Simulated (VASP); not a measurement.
Sn: relaxation of cell and atoms with PBE

Crystal: Sn.

```
Sn
1.0
    -1.41358    1.41358    1.41358
     1.41358   -1.41358    1.41358
     1.41358    1.41358   -1.41358
Sn
1
Direct
  0.00000 0.00000 0.00000
```

```yaml
Program: VASP 6.6.1
Task: relaxation of cell and atoms
Functional: PBE
Potentials_or_basis: VASP PAW PBE potentials, release 64 (Sn_d)
Cutoff: 600 eV
k_mesh: 19 × 19 × 19
Occupations: fermi-dirac, width 0.1 eV
Spin: no spin polarisation
Target_pressure: 370 GPa
Dipole_correction: no
Further_INCAR_settings: ALGO = Normal; EDIFF = 1e-06; IBRION = 2; EDIFFG = -0.005; NSW = 32; ISIF = 3
```

```json
{"Relaxed volume": "11.31 Å³/atom", "Relaxed cell": "a = 2.449 Å, b = 2.449 Å, c = 2.449 Å, α = 109.47°, β = 109.47°, γ = 109.47°", "Space group after relaxing (to 0.05 Å)": "Im-3m (No. 229)", "Energy change on relaxing (the enthalpy is what falls)": "-18.7 meV/atom", "Ionic steps": "3", "Pressure after relaxing": "370.0 GPa", "Band gap on the k mesh": "zero (band 7 reaches 36.53 eV, above the bottom of band 8 at 20.13 eV)"}
```

The path:
| step | energy change (eV) | largest force (eV/Å) | pressure (GPa) | volume (Å³) |
| --- | --- | --- | --- | --- |
| 1 | 0.0000 | 0.0000 | 370.92 | 11.30 |
| 2 | -0.2415 | 0.0000 | 359.07 | 11.40 |
| 3 | -0.0187 | 0.0000 | 370.04 | 11.31 |

Final structure:
```xyz
1
Lattice="-1.4139 1.4139 1.4139 1.4139 -1.4139 1.4139 1.4139 1.4139 -1.4139" Properties=species:S:1:pos:R:3 pbc="T T T"
Sn    0.0000    0.0000    0.0000
```

Levels at points of the mesh, in eV from the Fermi level:
```
           k point  band 3  band 4  band 5  band 6  band 7  band 8  band 9  band 10  band 11
(0.00, 0.00, 0.00)  -24.64  -23.29  -23.29  -21.40   11.40   11.40   11.40    20.14    20.14
```

Wall time 26 s on 1 thread of Intel(R) Xeon(R) 6975P-C (Granite Rapids), on a shared host, peak memory 0.15 GiB.

Caveat: the cell is relaxed towards a set pressure, so the enthalpy falls and the energy may rise; spin-orbit coupling is left out, which moves the levels of the heavy elements.
